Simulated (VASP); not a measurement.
# WSe2 (P-6m2) in VASP: a series of runs

Runs on WSe2. Level: PBE+D3(BJ). Tasks: single point.

Program: VASP 6.6.1. These are calculated values, not measurements. Logs are shortened: lines on timing, memory, paths and dates and some standing lists are left out, and cuts for length are marked.

### 1 The cell of the first run

Symmetry: P-6m2, No. 187, hexagonal system. Conventional cell: a = 3.148 Å, b = 3.148 Å, c = 7.600 Å, α = 90.00°, β = 90.00°, γ = 120.00°. Within 3.7 Å of W (site symmetry -6m2) lie 6 Se at 2.78 Å and 6 W at 3.15 Å. Se (site symmetry 3m) has 3 W at 2.78 Å and 7 Se at 3.15 to 3.40 Å within 3.7 Å.

### 2 Single point, PBE+D3(BJ) (c/a of the conventional cell at fixed volume 2.4143)

INCAR reads:

```
SYSTEM = WSe2
PREC     = Accurate       ! precision mode
ENCUT    = 520            ! plane-wave cutoff, eV
EDIFF    = 1E-6           ! SCF threshold, eV
ISMEAR   = 0              ! smearing method
SIGMA    = 0.05           ! smearing width, eV
LREAL    = .FALSE.        ! projectors in reciprocal space
LASPH    = .TRUE.         ! aspherical terms in the spheres
NELM     = 60             ! most SCF steps
ALGO     = Normal         ! electronic algorithm
ISIF     = 2              ! what is computed and relaxed
LWAVE    = .FALSE.        ! write WAVECAR
LCHARG   = .FALSE.        ! write CHGCAR
GGA      = PE             ! functional
IVDW     = 12             ! dispersion correction
NBANDS   = 20             ! bands
```

KPOINTS reads:

```
Automatic mesh
0
G
  9 9 4
  0 0 0
```

POSCAR reads:

```
WSe2
1.0
    3.1480727436      0.0000000000      0.0000000000
   -1.5740363718      2.7263109689      0.0000000000
    0.0000000000      0.0000000000      7.6003920249
W Se
1 2
Direct
    0.0000000000      0.0000000000      0.0000000000
    0.3333333333      0.6666666667      0.2762384783
    0.3333333333      0.6666666667      0.7237615217
```

Potentials or basis: VASP PAW PBE potentials, release 64 (W_sv, Se).

On the command line:

```
$ cat potpaw_PBE.64/W_sv/POTCAR potpaw_PBE.64/Se/POTCAR > POTCAR
$ mpirun -np 1 vasp_std > vasp.out
```

OUTCAR:

```text
SYSTEM = WSe2
   PREC = Accurate
   ENCUT = 520
   EDIFF = 1E-6
   ISMEAR = 0
   LREAL = .FALSE.
   LASPH = .TRUE.
   NELM = 60
   ISIF = 2
   GGA = PE
   IVDW = 12
 IVDW          = 12

 ion  position               nearest neighbor table
   1  0.000  0.000  0.000-   2 2.78   3 2.78   2 2.78   3 2.78   2 2.78   3 2.78
   2  0.333  0.667  0.276-   1 2.78   1 2.78   1 2.78
   3  0.333  0.667  0.724-   1 2.78   1 2.78   1 2.78

  LATTYP: Found a hexagonal cell.
 ALAT       =     3.1480727436
 C/A-ratio  =     2.4143000000

  Lattice vectors:

 A1 = (   3.1480727436,   0.0000000000,   0.0000000000)
 A2 = (  -1.5740363718,   2.7263109689,   0.0000000000)
 A3 = (   0.0000000000,   0.0000000000,   7.6003920249)

Analysis of symmetry for initial positions (statically):
=====================================================================
 Subroutine PRICEL returns:
 Original cell was already a primitive cell.

 Routine SETGRP: Setting up the symmetry group for a
 hexagonal supercell.

 Subroutine GETGRP returns: Found 12 space group operations
 (whereof 12 operations were pure point group operations)
 out of a pool of 24 trial point group operations.

The static configuration has the point symmetry D_3h.

Analysis of symmetry for dynamics (positions and initial velocities):
=====================================================================
 Subroutine PRICEL returns:
 Original cell was already a primitive cell.

 Routine SETGRP: Setting up the symmetry group for a
 hexagonal supercell.

 Subroutine GETGRP returns: Found 12 space group operations
 (whereof 12 operations were pure point group operations)
 out of a pool of 24 trial point group operations.

The dynamic configuration has the point symmetry D_3h.

 Subroutine INISYM returns: Found 12 space group operations
 (whereof 12 operations are pure point group operations),
 and found     1 'primitive' translations

----------------------------------------------------------------------------------------

                                     Primitive cell

  volume of cell :      65.2313

  direct lattice vectors                    reciprocal lattice vectors
     3.148072744  0.000000000  0.000000000     0.317654667  0.183398008  0.000000000
    -1.574036372  2.726310969  0.000000000     0.000000000  0.366796015  0.000000000
     0.000000000  0.000000000  7.600392025     0.000000000  0.000000000  0.131572161

  length of vectors
     3.148072744  3.148072744  7.600392025     0.366796015  0.366796015  0.131572161

  position of ions in fractional coordinates (direct lattice)
     0.000000000  0.000000000  0.000000000
     0.333333333  0.666666667  0.276238478
     0.333333333  0.666666667  0.723761522

  ion indices of the primitive-cell ions
   primitive index   ion index
                 1           1
                 2           2
                 3           3

----------------------------------------------------------------------------------------

 KPOINTS: Automatic mesh

Automatic generation of k-mesh.
 Grid dimensions read from file:
 generate k-points for:    9    9    4

 Generating k-lattice:

  Cartesian coordinates                     Fractional coordinates (reciprocal lattice)
     0.035294963  0.020377556  0.000000000     0.111111111  0.000000000  0.000000000
     0.000000000  0.040755113  0.000000000     0.000000000  0.111111111  0.000000000
     0.000000000  0.000000000  0.032893040     0.000000000  0.000000000  0.250000000

  Length of vectors
     0.040755113  0.040755113  0.032893040

  Shift w.r.t. Gamma in fractional coordinates (k-lattice)
     0.000000000  0.000000000  0.000000000

 Subroutine IBZKPT returns following result:
 ===========================================

 Found     36 irreducible k-points:

 Following reciprocal coordinates:
            Coordinates               Weight
  0.000000  0.000000  0.000000      1.000000
  0.111111 -0.000000  0.000000      6.000000
  0.222222  0.000000  0.000000      6.000000
  0.333333  0.000000  0.000000      6.000000
  0.444444  0.000000  0.000000      6.000000
  0.111111  0.111111  0.000000      6.000000
[... 16 lines left out ...]
  0.333333  0.222222  0.250000     24.000000
  0.333333  0.333333  0.250000      4.000000
 [... further k-points ...]
   k-points           NKPTS =     36   k-points in BZ     NKDIM =     36   number of bands    NBANDS=     20
   number of dos      NEDOS =    301   number of ions     NIONS =      3
   total plane-waves  NPLWV =  34560
   dimension x,y,z NGX =    24 NGY =   24 NGZ =   60
   dimension x,y,z NGXF=    48 NGYF=   48 NGZF=  120
   ions per type =               1   2
   NGX,Y,Z   is equivalent  to a cutoff of  12.67, 12.67, 13.12 a.u.
   NGXF,Y,Z  is equivalent  to a cutoff of  25.35, 25.35, 26.25 a.u.
 SYSTEM =  WSe2
   PREC   = accura    normal or accurate (medium, high low for compatibility)
   ISTART =      0    job   : 0-new  1-cont  2-samecut
   ICHARG =      2    charge: 1-file 2-atom 10-const
[... 43 lines left out ...]
   NGX = 11   NGY = 11   NGZ = 29

 number of electron      25.9999995 magnetization

 Free energy of the ion-electron system (eV)
  ---------------------------------------------------
  ext. energy  EPLUGINS =         0.00000000
  ---------------------------------------------------
  free energy    TOTEN  =       -19.77391831 eV

  energy without entropy =      -19.77217765  energy(sigma->0) =      -19.77304798

 E-fermi :   5.6699     XC(G=0): -10.5193

 val. band max:        5.6390610637   @ k =   0.4444   0.0000   0.5000
 cond. band min:       5.6765088320   @ k =   0.2222   0.2222   0.0000
 fundamental gap:      0.0374477683
 Fermi energy:         5.6698639072

 k-point     1 :       0.0000    0.0000    0.0000
  band No.  band energies     occupation
      1     -68.9305      2.00000
      2     -33.2054      2.00000
      3     -32.8130      2.00000
      4     -32.8130      2.00000
      5      -9.2169      2.00000
      6      -8.4867      2.00000
[... 12 lines left out ...]
     19      13.9077      0.00000
     20      14.7496      0.00000

 k-point     2 :       0.1111   -0.0000    0.0000
  band No.  band energies     occupation
      1     -68.9284      2.00000
      2     -33.1997      2.00000
      3     -32.8510      2.00000
      4     -32.8222      2.00000
      5      -9.0211      2.00000
      6      -8.3295      2.00000
[... 12 lines left out ...]
     19      14.5445      0.00000
     20      15.2349      0.00000

 k-point     3 :       0.2222    0.0000    0.0000
  band No.  band energies     occupation
      1     -68.9232      2.00000
      2     -33.1854      2.00000
      3     -32.9460      2.00000
      4     -32.8452      2.00000
      5      -8.4670      2.00000
      6      -7.8864      2.00000
[... 12 lines left out ...]
     19      13.8184      0.00000
     20      14.4879      0.00000

 k-point     4 :       0.3333    0.0000    0.0000
  band No.  band energies     occupation
      1     -68.9172      2.00000
      2     -33.1690      2.00000
      3     -33.0524      2.00000
      4     -32.8712      2.00000
      5      -7.6819      2.00000
      6      -7.2693      2.00000
[... 12 lines left out ...]
     19      12.4331      0.00000
     20      13.2572      0.00000

 k-point     5 :       0.4444    0.0000    0.0000
  band No.  band energies     occupation
      1     -68.9134      2.00000
      2     -33.1583      2.00000
      3     -33.1208      2.00000
      4     -32.8881      2.00000
      5      -7.0029      2.00000
      6      -6.7573      2.00000
[... 12 lines left out ...]
     19      11.2606      0.00000
     20      12.6949      0.00000
[... 353 lines left out ...]
      6      -6.5901      2.00000
[... 12 lines left out ...]
     19      11.6536      0.00000
     20      12.7076      0.00000

 k-point    22 :       0.2222    0.2222    0.2500
  band No.  band energies     occupation
      1     -68.9147      2.00000
      2     -33.1618      2.00000
      3     -33.0581      2.00000
      4     -32.9243      2.00000
      5      -7.2523      2.00000
      6      -6.9903      2.00000
[... 12 lines left out ...]
     19      12.8331      0.00000
     20      13.7463      0.00000

 k-point    23 :       0.3333    0.2222    0.2500
  band No.  band energies     occupation
      1     -68.9117      2.00000
      2     -33.1536      2.00000
      3     -33.0824      2.00000
      4     -32.9660      2.00000
      5      -6.7484      2.00000
      6      -6.5019      2.00000
[... 12 lines left out ...]
     19      12.2047      0.00000
     20      13.0337      0.00000

 k-point    24 :       0.3333    0.3333    0.2500
  band No.  band energies     occupation
      1     -68.9106      2.00000
      2     -33.1507      2.00000
      3     -33.0400      2.00000
      4     -33.0318      2.00000
      5      -6.5703      2.00000
      6      -6.3154      2.00000
[... 12 lines left out ...]
     19      11.9867      0.00000
     20      13.3026      0.00000

 [... further k-points ...]

------------------------ aborting loop because EDIFF is reached ----------------------------------------

 Edisp (eV)   -1.29259

 E8    (eV) :    -0.5759

  FORCE on cell =-STRESS in cart. coord.  units (eV):
  Direction    XX          YY          ZZ          XY          YZ          ZX
  --------------------------------------------------------------------------------------
  -------------------------------------------------------------------------------------
  Total      -1.35553    -1.35553   -15.00188     0.00000    -0.00000     0.00000
  in kB     -33.29388   -33.29388  -368.46842     0.00000    -0.00000     0.00000
  external pressure =     -145.02 kB  Pullay stress =        0.00 kB

 VOLUME and BASIS-vectors are now :
 -----------------------------------------------------------------------------
  energy-cutoff  :      520.00
  volume of cell :       65.23
      direct lattice vectors                 reciprocal lattice vectors
     3.148072744  0.000000000  0.000000000     0.317654667  0.183398008  0.000000000
    -1.574036372  2.726310969  0.000000000     0.000000000  0.366796015  0.000000000
     0.000000000  0.000000000  7.600392025     0.000000000  0.000000000  0.131572161

 POSITION                                       TOTAL-FORCE (eV/Angst)
 -----------------------------------------------------------------------------------
      0.00000      0.00000      0.00000        -0.000000      0.000000     -0.000000
     -0.00000      1.81754      2.09952         0.000000      0.000000     -3.596654
     -0.00000      1.81754      5.50087         0.000000      0.000000      3.596654
 -----------------------------------------------------------------------------------
    total drift:                                0.000000     -0.000000     -0.000000

  FREE ENERGIE OF THE ION-ELECTRON SYSTEM (eV)
  ---------------------------------------------------
  free  energy   TOTEN  =       -21.0665073346 eV

  energy  without entropy=      -21.0647666756  energy(sigma->0) =      -21.06563701
```

Run time: 16 s. Hardware: 1 thread of Intel Xeon 6975P-C (Granite Rapids), shared host; peak memory 0.21 GiB.

What came out:

| Item | Value |
| --- | --- |
| Free energy | -21.0665 eV |
| Pressure | -14.5 GPa |
| Largest force | 3.597 eV/Å |
| Band gap on the k mesh | zero (band 13 reaches 5.85 eV, above the bottom of band 14 at 5.51 eV) |
| Dispersion energy per atom | -0.431 eV |

Forces in eV/Å, atoms in the order of the input:
```
W    0.000  0.000  0.000
Se   0.000  0.000 -3.597
Se   0.000  0.000  3.597
```

Stress tensor (GPa, compression positive):
```
 -3.33   0.00   0.00
  0.00  -3.33   0.00
  0.00   0.00 -36.85
```

Levels at points of the mesh, in eV from the Fermi level:
| k point | band 9 | band 10 | band 11 | band 12 | band 13 | band 14 | band 15 | band 16 | band 17 | band 18 |
| --- | --- | --- | --- | --- | --- | --- | --- | --- | --- | --- |
| (0.00, 0.00, 0.00) | -2.65 | -1.08 | -1.08 | 0.18 | 0.18 | 2.37 | 2.37 | 2.83 | 2.83 | 3.42 |
| (0.00, 0.00, 0.50) | -1.70 | -1.07 | -1.07 | 0.14 | 0.14 | 2.56 | 2.56 | 2.67 | 2.67 | 5.11 |

Caveat: spin-orbit coupling is left out, which moves the levels of the heavy elements; forces of over 1 eV/Å act on the atoms, so gaps and moduli don't describe the material at rest.

### 3 Single point, PBE+D3(BJ) (c/a of the conventional cell at fixed volume 2.0439)

INCAR reads:

```
ALGO = Normal ; EDIFF = 1E-6
ENCUT = 520 ; GGA = PE
ISIF = 2 ; ISMEAR = 0
IVDW = 12 ; LASPH = True
LCHARG = False ; LREAL = False
LWAVE = False ; NBANDS = 20
NELM = 100 ; PREC = Accurate
SIGMA = 0.05
```

KPOINTS reads:

```
k-points
0
Gamma
  9 9 4
```

POSCAR reads:

```
WSe2
1.0
    3.3277852269      0.0000000000      0.0000000000
   -1.6638926134      2.8819465448      0.0000000000
    0.0000000000      0.0000000000      6.8016602252
W Se
1 2
Direct
    0.0000000000      0.0000000000      0.0000000000
    0.3333333333      0.6666666667      0.2286623833
    0.3333333333      0.6666666667      0.7713376167
```

Potentials or basis: VASP PAW PBE potentials, release 64 (W_sv, Se).

On the command line:

```
$ cat potpaw_PBE.64/W_sv/POTCAR potpaw_PBE.64/Se/POTCAR > POTCAR
$ mpirun -np 1 vasp_std > vasp.out
```

It took 22 s on 1 thread of Intel Xeon 6975P-C (Granite Rapids), shared host; peak memory 0.22 GiB.

The run converged. Its results:

```yaml
Free_energy: -22.5847 eV
Pressure: 8.5 GPa
Largest_force: 2.306 eV/Å
Band_gap_on_the_k_mesh: 0.54 eV, indirect (least direct gap 1.22 eV)
Dispersion_energy_per_atom: -0.432 eV
```

Forces in eV/Å, atoms in the order of the input:
```
W    0.000  0.000  0.000
Se   0.000  0.000  2.306
Se   0.000  0.000 -2.306
```

Stress tensor (GPa, compression positive):
```
 4.10  0.00  0.00
 0.00  4.10  0.00
 0.00  0.00 17.44
```

Levels at points of the mesh, in eV from the valence-band top:
```csv
k point,band 10,band 11,band 12,band 13,band 14,band 15,band 16,band 17
"(0.00, 0.00, 0.00)",-2.29,-2.29,-1.43,-0.91,2.41,2.41,2.76,2.76
"(0.00, 0.00, 0.50)",-3.13,-2.31,-2.31,0.00,2.32,2.32,2.88,2.88
```

Caveat: spin-orbit coupling is left out, which moves the levels of the heavy elements; forces of over 1 eV/Å act on the atoms, so gaps and moduli don't describe the material at rest. A k mesh can miss the band edges.

### 4 Single point, PBE+D3(BJ) (c/a of the conventional cell at fixed volume 1.8588)

INCAR reads:

```
  PREC = Accurate
  ENCUT = 520
  EDIFF = 1E-6
  ISMEAR = 0
  SIGMA = 0.05
  LREAL = F
  LASPH = T
  NELM = 80
  ALGO = Normal
  ISIF = 2
  LWAVE = F
  LCHARG = F
  GGA = PE
  IVDW = 12
  NBANDS = 20
```

KPOINTS reads:

```
Automatic mesh
0
Gamma
  9 9 4
```

POSCAR reads:

```
WSe2
1.0
    3.4347696443      0.0000000000      0.0000000000
   -1.7173848222      2.9745977681      0.0000000000
    0.0000000000      0.0000000000      6.3845498149
W Se
1 2
Direct
    0.0000000000      0.0000000000      0.0000000000
    0.3333333333      0.6666666667      0.2048671987
    0.3333333333      0.6666666667      0.7951328013
```

On the command line:

```
$ cat potpaw_PBE.64/W_sv/POTCAR potpaw_PBE.64/Se/POTCAR > POTCAR
$ mpirun -np 1 vasp_std > vasp.out
```

Wall time 21 s (1 thread of Intel Xeon 6975P-C (Granite Rapids), shared host); peak memory 0.22 GiB.

Results (log left out):

* Free energy: -20.4000 eV
* Pressure: 27.8 GPa
* Largest force: 7.689 eV/Å
* Band gap on the k mesh: zero (band 13 reaches 6.78 eV, above the bottom of band 14 at 5.14 eV)
* Dispersion energy per atom: -0.431 eV

Forces in eV/Å, atoms in the order of the input:
```
W    0.000  0.000  0.000
Se   0.000  0.000  7.689
Se   0.000  0.000 -7.689
```

Stress tensor (GPa, compression positive):
```
18.10  0.00  0.00
 0.00 18.10  0.00
 0.00  0.00 47.06
```

Levels at points of the mesh, in eV from the Fermi level:
| k point | band 11 | band 12 | band 13 | band 14 | band 15 | band 16 |
| --- | --- | --- | --- | --- | --- | --- |
| (0.00, 0.00, 0.00) | -3.21 | 0.03 | 0.14 | 2.29 | 2.29 | 3.00 |
| (0.00, 0.00, 0.50) | -3.23 | -1.89 | 0.99 | 2.21 | 2.21 | 3.15 |

Caveat: spin-orbit coupling is left out, which moves the levels of the heavy elements; forces of over 1 eV/Å act on the atoms, so gaps and moduli don't describe the material at rest.

### 5 Single point, PBE+D3(BJ) (c/a of the conventional cell at fixed volume 2.0439)

INCAR reads:

```
SYSTEM = WSe2
  ALGO = Normal
  EDIFF = 1E-6
  ENCUT = 520
  GGA = PE
  ISIF = 2
  ISMEAR = 0
  IVDW = 12
  LASPH = .TRUE.
  LCHARG = .FALSE.
  LREAL = .FALSE.
  LWAVE = .FALSE.
  NBANDS = 20
  NELM = 100
  PREC = Accurate
  SIGMA = 0.05
```

KPOINTS reads:

```
k-points
0
G
  9 9 4
  0 0 0
```

POSCAR reads:

```
WSe2
1.0
    3.3277852269      0.0000000000      0.0000000000
   -1.6638926134      2.8819465448      0.0000000000
    0.0000000000      0.0000000000      6.8016602252
W Se
1 2
Direct
    0.0000000000      0.0000000000      0.0000000000
    0.3333333333      0.6666666667      0.2048671987
    0.3333333333      0.6666666667      0.7951328013
```

On the command line:

```
$ cat potpaw_PBE.64/W_sv/POTCAR potpaw_PBE.64/Se/POTCAR > POTCAR
$ mpirun -np 1 vasp_std > vasp.out
```

Run time: 21 s. Hardware: 1 thread of Intel Xeon 6975P-C (Granite Rapids), shared host; peak memory 0.22 GiB.

It converged, with:

- Free energy: -21.1473 eV
- Pressure: 27.7 GPa
- Largest force: 6.785 eV/Å
- Band gap on the k mesh: zero (band 13 reaches 6.24 eV, above the bottom of band 14 at 5.54 eV)
- Dispersion energy per atom: -0.433 eV

Forces on the atoms (eV/Å):
```
W    0.000  0.000  0.000
Se   0.000  0.000  6.785
Se   0.000  0.000 -6.785
```

Stress tensor (GPa, compression positive):
```
19.28  0.00  0.00
 0.00 19.28  0.00
 0.00  0.00 44.62
```

Levels at points of the mesh, in eV from the Fermi level:
| k point | band 10 | band 11 | band 12 | band 13 | band 14 | band 15 | band 16 | band 17 |
| --- | --- | --- | --- | --- | --- | --- | --- | --- |
| (0.00, 0.00, 0.00) | -3.02 | -3.02 | -1.04 | -0.35 | 2.40 | 2.40 | 3.28 | 3.28 |
| (0.00, 0.00, 0.50) | -3.03 | -3.03 | -2.38 | 0.44 | 2.36 | 2.36 | 3.35 | 3.35 |

Caveat: spin-orbit coupling is left out, which moves the levels of the heavy elements; forces of over 1 eV/Å act on the atoms, so gaps and moduli don't describe the material at rest.

### 6 Summary

| cell | gap on the mesh (eV) | pressure (GPa) | largest force (eV/Å) |
| --- | --- | --- | --- |
| a = 3.148, b = 3.148, c = 7.600 Å, angles 90.0, 90.0, 120.0°, 3 atoms | none | -14.5 | 3.60 |
| a = 3.328, b = 3.328, c = 6.802 Å, angles 90.0, 90.0, 120.0°, 3 atoms | none | 27.7 | 6.79 |
| a = 3.435, b = 3.435, c = 6.385 Å, angles 90.0, 90.0, 120.0°, 3 atoms | none | 27.8 | 7.69 |

Some of these runs hold the atoms at other places in the same cell, which the table doesn't show; runs alike in all that it shows share one row.

Alike in all rows: task single point; level PBE+D3(BJ); potentials or basis VASP PAW PBE potentials, release 64 (W_sv, Se); no spin polarisation; k mesh 9 × 9 × 4; cutoff (eV) 520; smearing gaussian 0.05 eV.

Caveats: spin-orbit coupling is left out, which moves the levels of the heavy elements; forces of over 1 eV/Å act on the atoms, so gaps and moduli don't describe the material at rest.

Total energies depend on the potentials used, so only differences within one code and one set of settings carry meaning.
